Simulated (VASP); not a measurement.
Runs of VASP 6.6.1 on FeCo. The structure is that of space group Pm-3m (No. 221), or close to it. The cells are those of the table. 

```tsv
cell	gap on the mesh (eV)	pressure (GPa)	moment (μB)
a = 2.802 Å, 2 atoms	none	-0.4	4.48
a = 2.703 Å, 2 atoms	none	29.2	4.27
a = 2.789 Å, 2 atoms	none	2.4	4.45
a = 2.770 Å, 2 atoms	none	7.3	(b)
a = 2.815 Å, 2 atoms	none	-3.3	4.50
a = 2.746 Å, 2 atoms	none	14.3	(a)
```

Alike in all rows: task single point; level PBEsol; potentials or basis VASP PAW PBE potentials, release 64 (Fe, Co); spin collinear, ferromagnetic start; k mesh 14 × 14 × 14; cutoff (eV) 600; smearing gaussian 0.1 eV.

Question: Estimate the missing entries.

Answer: (a) 4.35; (b) 4.40.

Caveats: the PAW data sets were made with another functional, which shifts forces and pressure a little.

A gap of «none» marks levels without a gap at the run's occupations.
